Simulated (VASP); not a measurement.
# Ge2F3 (R-3m) in VASP: further runs

The runs below take Ge2F3 through single point, with PBE.

Everything below comes from runs of VASP 6.6.1. Logs are shortened: lines on timing, memory, paths and dates and some standing lists are left out, and cuts for length are marked.

## 1. The cell of the first run

It takes space group R-3m (No. 166, trigonal). Conventional cell: a = 3.240 Å, b = 3.240 Å, c = 22.529 Å, α = 90.00°, β = 90.00°, γ = 120.00°. Ge (site symmetry 3m) has 6 F at 2.27 to 2.40 Å within 3.0 Å. Within 3.2 Å of F (site symmetry -3m) lie 6 Ge at 2.40 Å. F (site symmetry 3m) has 3 Ge at 2.27 Å and 3 F at 2.69 Å within 3.0 Å.

## 2. Single point, PBE

File INCAR:

```
SYSTEM = Ge2F3
PREC = Accurate ; ENCUT = 520
EDIFF = 1E-6 ; ISMEAR = 0
SIGMA = 0.1 ; LREAL = .False.
LASPH = .True. ; NELM = 80
ALGO = Normal ; ISIF = 2
LWAVE = .False. ; LCHARG = .False.
GGA = PE ; NBANDS = 32
```

File KPOINTS:

```
Automatic mesh
0
Gamma
  6 6 6
  0 0 0
```

File POSCAR:

```
Ge2F3
1.0
    1.6200148505      0.9353160100      7.5095905936
   -1.6200148505      0.9353160100      7.5095905936
    0.0000000000     -1.8706320200      7.5095905936
Ge F
2 3
Direct
    0.4000000000      0.4000000000      0.4000000000
    0.6000000000      0.6000000000      0.6000000000
    0.0000000000      0.0000000000      0.0000000000
    0.2095000000      0.2095000000      0.2095000000
    0.7905000000      0.7905000000      0.7905000000
```

Potentials or basis: VASP PAW PBE potentials, release 64 (Ge_d, F).

Command:

```console
$ cat potpaw_PBE.64/Ge_d/POTCAR potpaw_PBE.64/F/POTCAR > POTCAR
$ mpirun -np 1 vasp_std > vasp.out
```

OUTCAR:

```text
SYSTEM = Ge2F3
   PREC = Accurate
   ENCUT = 520
   EDIFF = 1E-6
   ISMEAR = 0
   LREAL = .False.
   LASPH = .True.
   NELM = 80
   ISIF = 2
   GGA = PE

 ion  position               nearest neighbor table
   1  0.400  0.400  0.400-   5 2.27   5 2.27   5 2.27   3 2.40   3 2.40   3 2.40
   2  0.600  0.600  0.600-   4 2.27   4 2.27   4 2.27   3 2.40   3 2.40   3 2.40
   3  0.000  0.000  0.000-   2 2.40   1 2.40   2 2.40   2 2.40   1 2.40   1 2.40
   4  0.209  0.209  0.209-   2 2.27   2 2.27   2 2.27
   5  0.791  0.791  0.791-   1 2.27   1 2.27   1 2.27

  LATTYP: Found a trigonal (rhomboedric) cell.
 ALAT       =     7.7390706831
 COS(alpha) =     0.9123624232

  Lattice vectors:

 A1 = (   1.6200148505,   0.9353160100,   7.5095905936)
 A2 = (  -1.6200148505,   0.9353160100,   7.5095905936)
 A3 = (   0.0000000000,  -1.8706320200,   7.5095905936)

Analysis of symmetry for initial positions (statically):
=====================================================================
 Subroutine PRICEL returns:
 Original cell was already a primitive cell.

 Routine SETGRP: Setting up the symmetry group for a
 trigonal (rhombohedral) supercell.

 Subroutine GETGRP returns: Found 12 space group operations
 (whereof 12 operations were pure point group operations)
 out of a pool of 12 trial point group operations.

The static configuration has the point symmetry D_3d.

Analysis of symmetry for dynamics (positions and initial velocities):
=====================================================================
 Subroutine PRICEL returns:
 Original cell was already a primitive cell.

 Routine SETGRP: Setting up the symmetry group for a
 trigonal (rhombohedral) supercell.

 Subroutine GETGRP returns: Found 12 space group operations
 (whereof 12 operations were pure point group operations)
 out of a pool of 12 trial point group operations.

The dynamic configuration has the point symmetry D_3d.

 Subroutine INISYM returns: Found 12 space group operations
 (whereof 12 operations are pure point group operations),
 and found     1 'primitive' translations

----------------------------------------------------------------------------------------

                                     Primitive cell

  volume of cell :      68.2724

  direct lattice vectors                    reciprocal lattice vectors
     1.620014851  0.935316010  7.509590594     0.308639146  0.178192894  0.044387684
    -1.620014851  0.935316010  7.509590594    -0.308639146  0.178192894  0.044387684
     0.000000000 -1.870632020  7.509590594     0.000000000 -0.356385788  0.044387684

  length of vectors
     7.739070683  7.739070683  7.739070683     0.359139383  0.359139383  0.359139383

  position of ions in fractional coordinates (direct lattice)
     0.400000000  0.400000000  0.400000000
     0.600000000  0.600000000  0.600000000
     0.000000000  0.000000000  0.000000000
     0.209500000  0.209500000  0.209500000
     0.790500000  0.790500000  0.790500000

  ion indices of the primitive-cell ions
   primitive index   ion index
                 1           1
                 2           2
                 3           3
                 4           4
                 5           5

----------------------------------------------------------------------------------------

 KPOINTS: Automatic mesh

Automatic generation of k-mesh.
 Grid dimensions read from file:
 generate k-points for:    6    6    6

 Generating k-lattice:

  Cartesian coordinates                     Fractional coordinates (reciprocal lattice)
     0.051439858  0.029698816  0.007397947     0.166666667  0.000000000  0.000000000
    -0.051439858  0.029698816  0.007397947     0.000000000  0.166666667  0.000000000
     0.000000000 -0.059397631  0.007397947     0.000000000  0.000000000  0.166666667

  Length of vectors
     0.059856564  0.059856564  0.059856564

  Shift w.r.t. Gamma in fractional coordinates (k-lattice)
     0.000000000  0.000000000  0.000000000

 Subroutine IBZKPT returns following result:
 ===========================================

 Found     32 irreducible k-points:

 Following reciprocal coordinates:
            Coordinates               Weight
  0.000000  0.000000  0.000000      1.000000
  0.166667  0.000000  0.000000      6.000000
  0.333333  0.000000  0.000000      6.000000
  0.500000 -0.000000  0.000000      3.000000
  0.166667  0.166667  0.000000      6.000000
  0.333333  0.166667  0.000000     12.000000
[... 16 lines left out ...]
  0.500000  0.500000  0.166667      6.000000
 -0.333333  0.500000  0.166667     12.000000
 [... further k-points ...]
   k-points           NKPTS =     32   k-points in BZ     NKDIM =     32   number of bands    NBANDS=     32
   number of dos      NEDOS =    301   number of ions     NIONS =      5
   total plane-waves  NPLWV = 216000
   dimension x,y,z NGX =    60 NGY =   60 NGZ =   60
   dimension x,y,z NGXF=   120 NGYF=  120 NGZF=  120
   ions per type =               2   3
   NGX,Y,Z   is equivalent  to a cutoff of  12.89, 12.89, 12.89 a.u.
   NGXF,Y,Z  is equivalent  to a cutoff of  25.78, 25.78, 25.78 a.u.
 SYSTEM =  Ge2F3
   PREC   = accura    normal or accurate (medium, high low for compatibility)
   ISTART =      0    job   : 0-new  1-cont  2-samecut
   ICHARG =      2    charge: 1-file 2-atom 10-const
   ISPIN  =      1    spin polarized calculation?
   LNONCOLLINEAR =      F non collinear calculations
   LSORBIT =      F    spin-orbit coupling
   LASPH  =      T    aspherical Exc in radial PAW
   ENCUT  =  520.0 eV  38.22 Ry    6.18 a.u.  14.39 14.39 14.39*2*pi/ulx,y,z
   NELM   =     80;   NELMIN=  2; NELMDL= -5     # of ELM steps
   EDIFF  = 0.1E-05   stopping-criterion for ELM
   LREAL  =      F    real-space projection
   EDIFFG = 0.1E-04   stopping-criterion for IOM
   NSW    =      0    number of steps for IOM
   IBRION =     -1    ionic relax: 0-MD 1-quasi-New 2-CG
   NFREE  =      0    steps in history (QN), initial steepest desc. (CG)
   ISIF   =      2    stress and relaxation
   ISYM   =      2    0-nonsym 1-usesym 2-fastsym
   POTIM  = 0.5000    time-step for ionic-motion
   TEBEG  =    0.0;   TEEND  =   0.0 temperature during run
   PSTRESS=    0.0 pullay stress
   NELECT =      49.0000    total number of electrons
   NUPDOWN=      -1.0000    fix difference up-down
   EMIN   =  10.00;   EMAX   =-10.00  energy-range for DOS
   EFERMI =   0.00;   METHOD = LEGACY
   ISMEAR =     0;   SIGMA  =   0.10  broadening in eV -4-tet -1-fermi 0-gaus
   EFERMI_NEDOS =   21; number of points for ismear=-14 and -15
   IALGO  =     38    algorithm
   IMIX   =      4    mixing-type and parameters
     AMIX     =   0.40;   BMIX     =  1.00
     AMIX_MAG =   1.60;   BMIX_MAG =  1.00
  volume/ion in A,a.u.               =      13.65        92.14
  Fermi-wavevector in a.u.,A,eV,Ry     =   1.465745  2.769857 29.230890  2.148410
  Thomas-Fermi vector in A             =   2.581566
   LORBIT       =      0    0 simple, 1 ext, 2 COOP (PROOUT), +10 PAW based schemes
   GGA     = PE    functional components
   LHFCALC =     F    Hartree Fock is set to
   AEXX    =    0.0000 exact exchange contribution
   IVDW    =     0    specifies the selected vdW correction
   LEPSILON=     F    determine dielectric tensor
   LRPA    =     F    only Hartree local field effects (RPA)
 non-spin polarized calculation
 Gauss-broadening in eV      SIGMA  =   0.10
  energy-cutoff  :      520.00
  volume of cell :       68.27
 maximum number of plane-waves:      1862
 NGX is ok and might be reduce to    60
   NGX = 29   NGY = 29   NGZ = 29

 number of electron      48.9999987 magnetization

 Free energy of the ion-electron system (eV)
  ---------------------------------------------------
  ext. energy  EPLUGINS =         0.00000000
  ---------------------------------------------------
  free energy    TOTEN  =       -20.53991515 eV

  energy without entropy =      -20.53171106  energy(sigma->0) =      -20.53581311

 E-fermi :   5.3184     XC(G=0): -10.4654

 val. band max:        5.3042401477   @ k =   0.1667   0.1667   0.0000
 cond. band min:       5.3217183437   @ k =   0.1667   0.0000   0.0000
 fundamental gap:      0.0174781960
 Fermi energy:         5.3183553470

 k-point     1 :       0.0000    0.0000    0.0000
  band No.  band energies     occupation
      1     -20.8829      2.00000
      2     -20.8478      2.00000
      3     -20.8138      2.00000
      4     -20.8138      2.00000
      5     -20.8132      2.00000
      6     -20.8132      2.00000
[... 24 lines left out ...]
     31      13.1902      0.00000
     32      15.3718      0.00000

 k-point     2 :       0.1667    0.0000    0.0000
  band No.  band energies     occupation
      1     -20.9929      2.00000
      2     -20.8460      2.00000
      3     -20.8416      2.00000
      4     -20.8327      2.00000
      5     -20.8146      2.00000
      6     -20.8144      2.00000
[... 24 lines left out ...]
     31      13.2398      0.00000
     32      14.2979      0.00000

 k-point     3 :       0.3333    0.0000    0.0000
  band No.  band energies     occupation
      1     -21.1078      2.00000
      2     -20.8836      2.00000
      3     -20.8407      2.00000
      4     -20.8319      2.00000
      5     -20.8192      2.00000
      6     -20.8153      2.00000
[... 24 lines left out ...]
     31      11.8039      0.00000
     32      14.1800      0.00000

 k-point     4 :       0.5000   -0.0000    0.0000
  band No.  band energies     occupation
      1     -21.1508      2.00000
      2     -20.9057      2.00000
      3     -20.8423      2.00000
      4     -20.8312      2.00000
      5     -20.8214      2.00000
      6     -20.8123      2.00000
[... 24 lines left out ...]
     31      11.3479      0.00000
     32      13.5675      0.00000

 k-point     5 :       0.1667    0.1667    0.0000
  band No.  band energies     occupation
      1     -20.9926      2.00000
      2     -20.8459      2.00000
      3     -20.8415      2.00000
      4     -20.8342      2.00000
      5     -20.8147      2.00000
      6     -20.8144      2.00000
[... 584 lines left out ...]
     31      13.2486      0.00000
     32      15.0875      0.00000

 k-point    22 :      -0.1667    0.3333    0.1667
  band No.  band energies     occupation
      1     -21.1247      2.00000
      2     -20.9016      2.00000
      3     -20.8586      2.00000
      4     -20.8334      2.00000
      5     -20.8256      2.00000
      6     -20.8162      2.00000
[... 24 lines left out ...]
     31      13.1645      0.00000
     32      15.1575      0.00000

 k-point    23 :       0.5000    0.5000    0.1667
  band No.  band energies     occupation
      1     -21.1055      2.00000
      2     -20.8898      2.00000
      3     -20.8409      2.00000
      4     -20.8318      2.00000
      5     -20.8193      2.00000
      6     -20.8149      2.00000
[... 24 lines left out ...]
     31      11.7871      0.00000
     32      14.3362      0.00000

 k-point    24 :      -0.3333    0.5000    0.1667
  band No.  band energies     occupation
      1     -21.1240      2.00000
      2     -20.9038      2.00000
      3     -20.8582      2.00000
      4     -20.8335      2.00000
      5     -20.8255      2.00000
      6     -20.8161      2.00000
[... 24 lines left out ...]
     31      13.1154      0.00000
     32      15.0665      0.00000

 [... further k-points ...]
[... 5 lines left out ...]
  --------------------------------------------------------------------------------------
  -------------------------------------------------------------------------------------
  Total        4.2882632      4.2882632      5.6796454      0.0000000     -0.0000000      0.0000000
  in kB      100.6345580    100.6345580    133.2867356      0.0000000     -0.0000000      0.0000000
  external PRESSURE =     111.5186172 kB  Pullay stress =       0.0000000 kB

 VOLUME and BASIS-vectors are now :
 -----------------------------------------------------------------------------
  energy-cutoff  :      520.00
  volume of cell :       68.27
      direct lattice vectors                 reciprocal lattice vectors
     1.620014851  0.935316010  7.509590594     0.308639146  0.178192894  0.044387684
    -1.620014851  0.935316010  7.509590594    -0.308639146  0.178192894  0.044387684
     0.000000000 -1.870632020  7.509590594     0.000000000 -0.356385788  0.044387684

 POSITION                                       TOTAL-FORCE (eV/Angst)
 -----------------------------------------------------------------------------------
      0.00000      0.00000      9.01151         0.000000     -0.000000      1.556223
      0.00000      0.00000     13.51726         0.000000      0.000000     -1.556223
      0.00000      0.00000      0.00000         0.000000      0.000000     -0.000000
      0.00000      0.00000      4.71978         0.000000      0.000000      0.365495
      0.00000      0.00000     17.80899         0.000000     -0.000000     -0.365495
 -----------------------------------------------------------------------------------
    total drift:                                0.000000      0.000000     -0.000000

  FREE ENERGIE OF THE ION-ELECTRON SYSTEM (eV)
  ---------------------------------------------------
  free  energy   TOTEN  =       -20.5399151548 eV

  energy  without entropy=      -20.5317110604  energy(sigma->0) =      -20.53581311
```

Run time: 10 min. Hardware: 1 thread of AMD EPYC 7R43 (Zen 3), shared host; peak memory 0.42 GiB.

Results:

- Free energy: -20.5399 eV
- Pressure: 11.2 GPa
- Largest force: 1.556 eV/Å

Forces in eV/Å, atoms in the order of the input:
```
Ge   0.000  0.000  1.556
Ge   0.000  0.000 -1.556
F    0.000  0.000  0.000
F    0.000  0.000  0.365
F    0.000  0.000 -0.365
```

Stress tensor (GPa, compression positive):
```
10.06  0.00  0.00
 0.00 10.06  0.00
 0.00  0.00 13.33
```

Caveat: the k points lie up to 0.38 Å⁻¹ apart; an odd number of electrons without spin polarisation forces a metal; a magnetic or distorted state may lie lower.

## 3. Single point, PBE

This run uses another cell than the first one, of 16.18 Å³/atom, 1.185 times its volume.

File INCAR:

```
ALGO = Normal
EDIFF = 1E-7
ENCUT = 520
GGA = PE
ISIF = 2
ISMEAR = 0
LASPH = T
LCHARG = F
LREAL = F
LWAVE = F
NBANDS = 32
NELM = 80
PREC = Accurate
SIGMA = 0.1
```

File KPOINTS:

```
k-points
0
Gamma
  6 6 6
```

File POSCAR:

```
Ge2F3
1.0
    1.5918619837      0.9190619448      9.2189286140
   -1.5918619837      0.9190619448      9.2189286140
    0.0000000000     -1.8381238896      9.2189286140
Ge F
2 3
Direct
    0.4003564790      0.4003564790      0.4003564790
    0.5996435210      0.5996435210      0.5996435210
    0.0000000000      0.0000000000      0.0000000000
    0.2182056561      0.2182056561      0.2182056561
    0.7817943439      0.7817943439      0.7817943439
```

Potentials or basis: VASP PAW PBE potentials, release 64 (Ge_d, F).

Command:

```console
$ cat potpaw_PBE.64/Ge_d/POTCAR potpaw_PBE.64/F/POTCAR > POTCAR
$ mpirun -np 1 vasp_std > vasp.out
```

OUTCAR:

```text
EDIFF = 1E-7
   ENCUT = 520
   GGA = PE
   ISIF = 2
   ISMEAR = 0
   LASPH = T
   LREAL = F
   NELM = 80
   PREC = Accurate

 ion  position               nearest neighbor table
   1  0.400  0.400  0.400-   5 2.27   5 2.27   5 2.27
   2  0.600  0.600  0.600-   4 2.27   4 2.27   4 2.27
   3  0.000  0.000  0.000-
   4  0.218  0.218  0.218-   2 2.27   2 2.27   2 2.27
   5  0.782  0.782  0.782-   1 2.27   1 2.27   1 2.27

[... 1035 lines left out ...]
     31      11.7761      0.00000
     32      12.7333      0.00000

 [... further k-points ...]
[... 5 lines left out ...]
  --------------------------------------------------------------------------------------
  -------------------------------------------------------------------------------------
  Total       -0.0210580     -0.0210580      0.0756950      0.0000000      0.0000000      0.0000000
  in kB       -0.4169143     -0.4169143      1.4986355      0.0000000      0.0000000      0.0000000
  external PRESSURE =       0.2216023 kB  Pullay stress =       0.0000000 kB

 VOLUME and BASIS-vectors are now :
 -----------------------------------------------------------------------------
  energy-cutoff  :      520.00
  volume of cell :       80.92
      direct lattice vectors                 reciprocal lattice vectors
     1.591861984  0.919061945  9.218928614     0.314097582  0.181344324  0.036157492
    -1.591861984  0.919061945  9.218928614    -0.314097582  0.181344324  0.036157492
     0.000000000 -1.838123890  9.218928614     0.000000000 -0.362688647  0.036157492

 POSITION                                       TOTAL-FORCE (eV/Angst)
 -----------------------------------------------------------------------------------
      0.00000      0.00000     11.07257        -0.000000     -0.000000     -0.023526
      0.00000      0.00000     16.58421        -0.000000     -0.000000      0.023526
      0.00000      0.00000      0.00000         0.000000      0.000000      0.000000
      0.00000      0.00000      6.03487        -0.000000     -0.000000     -0.025169
      0.00000      0.00000     21.62192        -0.000000      0.000000      0.025169
 -----------------------------------------------------------------------------------
    total drift:                                0.000000      0.000000      0.000000

  FREE ENERGIE OF THE ION-ELECTRON SYSTEM (eV)
  ---------------------------------------------------
  free  energy   TOTEN  =       -21.1880415313 eV

  energy  without entropy=      -21.1833871823  energy(sigma->0) =      -21.18571436
```

stdout:

```text
POSCAR found type information on POSCAR GeF
 POSCAR found :  2 types and       5 ions
 scaLAPACK will be used
 LDA part: xc-table for (Slater+PW92), standard interpolation
 POSCAR, INCAR and KPOINTS ok, starting setup
 FFT: planning ... GRIDC
 FFT: planning ... GRID_SOFT
 FFT: planning ... GRID
 WAVECAR not read
 entering main loop
```

Wall time 24 min (1 thread of AMD EPYC 7R43 (Zen 3), shared host); peak memory 0.62 GiB.

Results:

```yaml
Free_energy: -21.1880 eV
Pressure: 0.0 GPa
Largest_force: 0.025 eV/Å
```

Forces in eV/Å, atoms in the order of the input:
```
Ge   0.000  0.000 -0.024
Ge   0.000  0.000  0.024
F    0.000  0.000  0.000
F    0.000  0.000 -0.025
F    0.000  0.000  0.025
```

Stress tensor (GPa, compression positive):
```
-0.04  0.00  0.00
 0.00 -0.04  0.00
 0.00  0.00  0.15
```

Caveat: the k points lie up to 0.38 Å⁻¹ apart; an odd number of electrons without spin polarisation forces a metal; a magnetic or distorted state may lie lower.
